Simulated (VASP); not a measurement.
## K2ICl: single point with PBE

The system is K2ICl.

```
Cl I K
1.0
     2.35742    1.36106    7.76360
    -2.35742    1.36106    7.76360
     0.00000   -2.72212    7.76360
Cl I K
1 1 2
Direct
  0.00000 0.00000 0.00000
  0.50000 0.50000 0.50000
  0.25994 0.25994 0.25994
  0.74006 0.74006 0.74006
```

```
Program             : VASP 6.6.1
Task                : single point
Functional          : PBE
Potentials or basis : VASP PAW PBE potentials, release 64 (Cl, I, K_sv)
Cutoff              : 520 eV
k mesh              : 6 × 6 × 6
Occupations         : gaussian, width 0.01 eV
Spin                : no spin polarisation
```

* Pressure: 0.6 GPa
* Largest force: 0.018 eV/Å
* Band gap on the k mesh: 3.81 eV

Forces on the atoms (eV/Å):
```
Cl   0.000  0.000  0.000
I    0.000  0.000  0.000
K    0.000  0.000 -0.018
K    0.000  0.000  0.018
```

Levels at points of the mesh, in eV from the valence-band top:
```tsv
k point	band 13	band 14	band 15	band 16	band 17	band 18	band 19	band 20
(0.00, 0.00, 0.00)	-1.54	-0.59	0.00	0.00	3.81	5.75	6.74	6.74
(0.50, 0.00, 0.00)	-1.58	-1.22	-0.69	-0.29	5.70	5.90	6.20	7.14
(0.50, 0.50, 0.00)	-1.59	-1.05	-0.62	-0.29	5.03	5.73	6.24	7.19
(0.50, 0.50, 0.50)	-1.53	-1.00	-0.02	-0.02	4.95	5.21	6.05	7.24
```

Run time: 14 min on 1 thread of Intel Xeon 8259CL, on a shared host, peak memory 0.6 GiB.

Caveat: spin-orbit coupling is left out, which moves the levels of the heavy elements. A k mesh can miss the band edges.
